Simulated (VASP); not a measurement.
# Ti6C in VASP: relaxation of the atoms with PBE

Aim: the relaxation of the atoms of Ti6C with PBE.

All numbers are computed with VASP 6.6.1; they aren't measurements. Logs are shortened: lines on timing, memory, paths and dates and some standing lists are left out, and cuts for length are marked.

### 1 The cell of the first run

The cell holds a slab with vacuum, 7 atoms: a = 4.604 Å, b = 4.604 Å, c = 19.997 Å, α = 90.00°, β = 90.00°, γ = 120.00°.

### 2 Relaxation of the atoms, PBE

File INCAR:

```
PREC = Accurate
ENCUT = 520
EDIFF = 1E-6
ISMEAR = 0
SIGMA = 0.1
LREAL = False
LASPH = True
NELM = 60
ALGO = Fast
ISIF = 2
LWAVE = False
LCHARG = False
LDIPOL = True
IDIPOL = 3
DIPOL = 0.5 0.5 0.328
GGA = PE
IBRION = 2
NSW = 36
EDIFFG = -0.025
KPAR = 4
```

File KPOINTS:

```
regular mesh
0
Gamma
  6 6 1
```

File POSCAR:

```
Ti6C
1.0
    4.6037402166      0.0000000000      0.0000000000
   -2.3018701083      3.9869559800      0.0000000000
    0.0000000000      0.0000000000     19.9968207969
Ti C
6 1
Selective dynamics
Direct
    0.6666666667      0.3333333333      0.2000317971  F F F
    0.3333333333      0.6666666667      0.2470259940  F F F
    0.0000000000      0.0000000000      0.2940201911  F F F
    0.6666666667      0.3333333333      0.3353091166  F F F
    0.3333333333      0.6666666667      0.3717707096  F F F
    0.0000000000      0.0000000000      0.4249085834  F F F
    0.8888888889      0.4444444444      0.4249085834  F F T
```

Potentials or basis: VASP PAW PBE potentials, release 64 (Ti_sv, C).

Launch:

```console
> cat potpaw_PBE.64/Ti_sv/POTCAR potpaw_PBE.64/C/POTCAR > POTCAR
> mpirun -np 4 vasp_std > vasp.out
```

OUTCAR:

```text
PREC = Accurate
   ENCUT = 520
   EDIFF = 1E-6
   ISMEAR = 0
   LREAL = False
   LASPH = True
   NELM = 60
   ISIF = 2
   GGA = PE
   IBRION = 2
   NSW = 36
   EDIFFG = -0.025

 ion  position               nearest neighbor table
   1  0.667  0.333  0.200-   4 2.71   2 2.82   2 2.82   2 2.82
   2  0.333  0.667  0.247-   5 2.49   1 2.82   1 2.82   1 2.82   3 2.82   3 2.82   3 2.82
   3  0.000  0.000  0.294-   6 2.62   4 2.78   4 2.78   4 2.78   2 2.82   2 2.82   2 2.82
   4  0.667  0.333  0.335-   7 2.00   1 2.71   5 2.76   5 2.76   5 2.76   3 2.78   3 2.78   3 2.78

   5  0.333  0.667  0.372-   7 2.07   2 2.49   4 2.76   4 2.76   4 2.76   6 2.86   6 2.86   6 2.86

   6  0.000  0.000  0.425-   7 2.34   7 2.34   3 2.62   5 2.86   5 2.86   5 2.86
   7  0.889  0.444  0.425-   4 2.00   5 2.07   6 2.34   6 2.34

  LATTYP: Found a hexagonal cell.
 ALAT       =     4.6037402166
 C/A-ratio  =     4.3436032131

  Lattice vectors:

 A1 = (   4.6037402166,   0.0000000000,   0.0000000000)
 A2 = (  -2.3018701083,   3.9869559800,   0.0000000000)
 A3 = (   0.0000000000,   0.0000000000,  19.9968207969)

Analysis of symmetry for initial positions (statically):
=====================================================================
 Subroutine PRICEL returns:
 Original cell was already a primitive cell.

 Routine SETGRP: Setting up the symmetry group for a
 hexagonal supercell.

 Subroutine GETGRP returns: Found  2 space group operations
 (whereof  2 operations were pure point group operations)
 out of a pool of 24 trial point group operations.

The static configuration has the point symmetry C_1h.

Analysis of symmetry for dynamics (positions and initial velocities):
=====================================================================
 Subroutine PRICEL returns:
 Original cell was already a primitive cell.

 Routine SETGRP: Setting up the symmetry group for a
 hexagonal supercell.

 Subroutine GETGRP returns: Found  2 space group operations
 (whereof  2 operations were pure point group operations)
 out of a pool of 24 trial point group operations.

The dynamic configuration has the point symmetry C_1h.

Analysis of constrained symmetry for selective dynamics:
=====================================================================
 Subroutine PRICEL returns:
 Original cell was already a primitive cell.

 Routine SETGRP: Setting up the symmetry group for a
 hexagonal supercell.

 Subroutine GETGRP returns: Found  2 space group operations
 (whereof  2 operations were pure point group operations)
 out of a pool of 24 trial point group operations.

The constrained configuration has the point symmetry C_1h.

 Subroutine INISYM returns: Found  2 space group operations
 (whereof  2 operations are pure point group operations),
 and found     1 'primitive' translations

----------------------------------------------------------------------------------------

                                     Primitive cell

  volume of cell :     367.0398

  direct lattice vectors                    reciprocal lattice vectors
     4.603740217  0.000000000  0.000000000     0.217214689  0.125408959  0.000000000
    -2.301870108  3.986955980  0.000000000     0.000000000  0.250817918  0.000000000
     0.000000000  0.000000000 19.996820797     0.000000000  0.000000000  0.050007949

  length of vectors
     4.603740217  4.603740217 19.996820797     0.250817918  0.250817918  0.050007949

  position of ions in fractional coordinates (direct lattice)
     0.666666667  0.333333333  0.200031797
     0.333333333  0.666666667  0.247025994
     0.000000000  0.000000000  0.294020191
     0.666666667  0.333333333  0.335309117
     0.333333333  0.666666667  0.371770710
     0.000000000  0.000000000  0.424908583
     0.888888889  0.444444444  0.424908583

  ion indices of the primitive-cell ions
   primitive index   ion index
                 1           1
                 2           2
                 3           3
                 4           4
                 5           5
                 6           6
                 7           7

----------------------------------------------------------------------------------------

 KPOINTS: regular mesh

Automatic generation of k-mesh.
 Grid dimensions read from file:
 generate k-points for:    6    6    1

 Generating k-lattice:

  Cartesian coordinates                     Fractional coordinates (reciprocal lattice)
     0.036202448  0.020901493  0.000000000     0.166666667  0.000000000  0.000000000
     0.000000000  0.041802986  0.000000000     0.000000000  0.166666667  0.000000000
     0.000000000  0.000000000  0.050007949     0.000000000  0.000000000  1.000000000

  Length of vectors
     0.041802986  0.041802986  0.050007949

  Shift w.r.t. Gamma in fractional coordinates (k-lattice)
     0.000000000  0.000000000  0.000000000

 Subroutine IBZKPT returns following result:
 ===========================================

 Found     13 irreducible k-points:

 Following reciprocal coordinates:
            Coordinates               Weight
  0.000000  0.000000  0.000000      1.000000
  0.166667  0.000000  0.000000      2.000000
  0.000000  0.166667  0.000000      4.000000
  0.333333  0.000000  0.000000      2.000000
  0.000000  0.333333  0.000000      4.000000
  0.500000  0.000000  0.000000      1.000000
  0.000000  0.500000  0.000000      2.000000
  0.166667  0.166667  0.000000      4.000000
 -0.166667  0.333333  0.000000      2.000000
  0.333333  0.166667  0.000000      4.000000
 -0.166667  0.500000  0.000000      4.000000
  0.500000  0.333333  0.000000      4.000000
  0.333333  0.333333  0.000000      2.000000
   k-points           NKPTS =     13   k-points in BZ     NKDIM =     13   number of bands    NBANDS=     45
   number of dos      NEDOS =    301   number of ions     NIONS =      7
   total plane-waves  NPLWV = 194400
   dimension x,y,z NGX =    36 NGY =   36 NGZ =  150
   dimension x,y,z NGXF=    72 NGYF=   72 NGZF=  300
   ions per type =               6   1
   NGX,Y,Z   is equivalent  to a cutoff of  13.00, 13.00, 12.47 a.u.
   NGXF,Y,Z  is equivalent  to a cutoff of  26.00, 26.00, 24.94 a.u.
 SYSTEM =  unknown system
   PREC   = accura    normal or accurate (medium, high low for compatibility)
   ISTART =      0    job   : 0-new  1-cont  2-samecut
   ICHARG =      2    charge: 1-file 2-atom 10-const
   ISPIN  =      1    spin polarized calculation?
   LNONCOLLINEAR =      F non collinear calculations
   LSORBIT =      F    spin-orbit coupling
   LASPH  =      T    aspherical Exc in radial PAW
   ENCUT  =  520.0 eV  38.22 Ry    6.18 a.u.   8.56  8.56 37.18*2*pi/ulx,y,z
   NELM   =     60;   NELMIN=  2; NELMDL= -5     # of ELM steps
   EDIFF  = 0.1E-05   stopping-criterion for ELM
   LREAL  =      F    real-space projection
   EDIFFG = -.3E-01   stopping-criterion for IOM
   NSW    =     36    number of steps for IOM
   IBRION =      2    ionic relax: 0-MD 1-quasi-New 2-CG
   NFREE  =      1    steps in history (QN), initial steepest desc. (CG)
   ISIF   =      2    stress and relaxation
   ISYM   =      2    0-nonsym 1-usesym 2-fastsym
   POTIM  = 0.5000    time-step for ionic-motion
   TEBEG  =    0.0;   TEEND  =   0.0 temperature during run
   PSTRESS=    0.0 pullay stress
   NELECT =      76.0000    total number of electrons
   NUPDOWN=      -1.0000    fix difference up-down
   EMIN   =  10.00;   EMAX   =-10.00  energy-range for DOS
   EFERMI =   0.00;   METHOD = LEGACY
   ISMEAR =     0;   SIGMA  =   0.10  broadening in eV -4-tet -1-fermi 0-gaus
   EFERMI_NEDOS =   21; number of points for ismear=-14 and -15
   IALGO  =     68    algorithm
   IMIX   =      4    mixing-type and parameters
     AMIX     =   0.40;   BMIX     =  1.00
     AMIX_MAG =   1.60;   BMIX_MAG =  1.00
  volume/ion in A,a.u.               =      52.43       353.84
  Fermi-wavevector in a.u.,A,eV,Ry     =   0.968519  1.830236 12.762669  0.938030
  Thomas-Fermi vector in A             =   2.098495
   LORBIT       =      0    0 simple, 1 ext, 2 COOP (PROOUT), +10 PAW based schemes
   GGA     = PE    functional components
   LHFCALC =     F    Hartree Fock is set to
   AEXX    =    0.0000 exact exchange contribution
   IVDW    =     0    specifies the selected vdW correction
   LEPSILON=     F    determine dielectric tensor
   LRPA    =     F    only Hartree local field effects (RPA)
 conjugate gradient relaxation of ions
 non-spin polarized calculation
 RMM-DIIS sequential band-by-band and
 Gauss-broadening in eV      SIGMA  =   0.10
  energy-cutoff  :      520.00
  volume of cell :      367.04
 maximum number of plane-waves:      9981
 NGX is ok and might be reduce to    36
   NGX = 17   NGY = 17   NGZ = 75

 dipolmoment           0.000000      0.000000     -0.346466 electrons x Angstroem

--------------------------------------- Ionic step        1  -------------------------------------------

 number of electron      75.9999980 magnetization

 Free energy of the ion-electron system (eV)
  ---------------------------------------------------
  ext. energy  EPLUGINS =         0.00000000
  ---------------------------------------------------
  free energy    TOTEN  =       -50.89974800 eV

  energy without entropy =      -50.82362606  energy(sigma->0) =      -50.86168703

------------------------ aborting loop EDIFF was not reached (unconverged)  ----------------------------

 vacuum level on the upper side and lower side of the slab       (xc-potential included)         0.108        -0.174

  FORCE on cell =-STRESS in cart. coord.  units (eV):
  Direction    XX          YY          ZZ          XY          YZ          ZX
  --------------------------------------------------------------------------------------
  -------------------------------------------------------------------------------------
  Total       -3.1985884     -5.9177686      2.0226831      2.3548791      0.0773779      0.1340232
  in kB      -13.9622607    -25.8318408      8.8292788     10.2793579      0.3377645      0.5850291
  external PRESSURE =     -10.3216076 kB  Pullay stress =       0.0000000 kB
[... 151 lines left out ...]
--------------------------------------- Ionic step        5  -------------------------------------------

 number of electron      75.9999980 magnetization

 dipolmoment           0.000000      0.000000      0.027414 electrons x Angstroem

 Free energy of the ion-electron system (eV)
  ---------------------------------------------------
  ext. energy  EPLUGINS =         0.00000000
  ---------------------------------------------------
  free energy    TOTEN  =       -50.90024364 eV

  energy without entropy =      -50.82364333  energy(sigma->0) =      -50.86194349

 E-fermi :   0.0749     XC(G=0):  -4.4541

 val. band max:        0.0514451916   @ k =   0.1667   0.1667   0.0000
 cond. band min:       0.0925221706   @ k =   0.0000   0.5000   0.0000
 fundamental gap:      0.0410769791
 Fermi energy:         0.0749150725

 k-point     1 :       0.0000    0.0000    0.0000
  band No.  band energies     occupation
      1     -57.0261      2.00000
      2     -56.9978      2.00000
      3     -56.3848      2.00000
      4     -56.2965      2.00000
      5     -56.2186      2.00000
      6     -56.1238      2.00000
[... 613 lines left out ...]
     44       0.7930      0.00000
     45       1.2794      0.00000

------------------------ aborting loop because EDIFF is reached ----------------------------------------

 vacuum level on the upper side and lower side of the slab       (xc-potential included)        -0.011        -0.274

  FORCE on cell =-STRESS in cart. coord.  units (eV):
  Direction    XX          YY          ZZ          XY          YZ          ZX
  --------------------------------------------------------------------------------------
  -------------------------------------------------------------------------------------
  Total       -3.2357661     -5.9468330      1.9789996      2.3478528      0.0688884      0.1193192
  in kB      -14.1245462    -25.9587109      8.6385943     10.2486872      0.3007072      0.5208442
  external PRESSURE =     -10.4815543 kB  Pullay stress =       0.0000000 kB
[... 22 lines left out ...]
  FREE ENERGIE OF THE ION-ELECTRON SYSTEM (eV)
  ---------------------------------------------------
  free  energy   TOTEN  =       -50.9002436380 eV

  energy  without entropy=      -50.8236433350  energy(sigma->0) =      -50.86194349

 reached required accuracy - stopping structural energy minimisation

 vacuum level on the upper side and lower side of the slab         3.558         3.288
```

It took 13 min on 4 MPI ranks of Oxide Virtual Turin-like, shared host; peak memory 0.58 GiB.

Results:

```
Free energy               : -50.9002 eV
Energy gained by relaxing : 0.1 meV/atom
Ionic steps               : 5
Band gap on the k mesh    : zero (bands 38 and 39 overlap by 0.06 eV)
```

The path:
```csv
step,energy change (eV),largest force on free atoms (eV/Å),pressure (GPa)
1,0.0000,0.0755,-1.03
2,-0.0005,0.0309,-1.04
3,-0.0005,0.0305,-1.04
4,-0.0005,0.0252,-1.04
5,-0.0005,0.0125,-1.05
```

Final structure:
```
CELL_PARAMETERS angstrom
4.60374 0.00000 0.00000
-2.30187 3.98696 0.00000
0.00000 0.00000 19.99682
ATOMIC_POSITIONS crystal
Ti 0.66667 0.33333 0.20003
Ti 0.33333 0.66667 0.24703
Ti 0.00000 0.00000 0.29402
Ti 0.66667 0.33333 0.33531
Ti 0.33333 0.66667 0.37177
Ti 0.00000 0.00000 0.42491
C 0.88889 0.44444 0.42517
```

The gap in the log of VASP goes by the Fermi energy; the results here count the filled bands.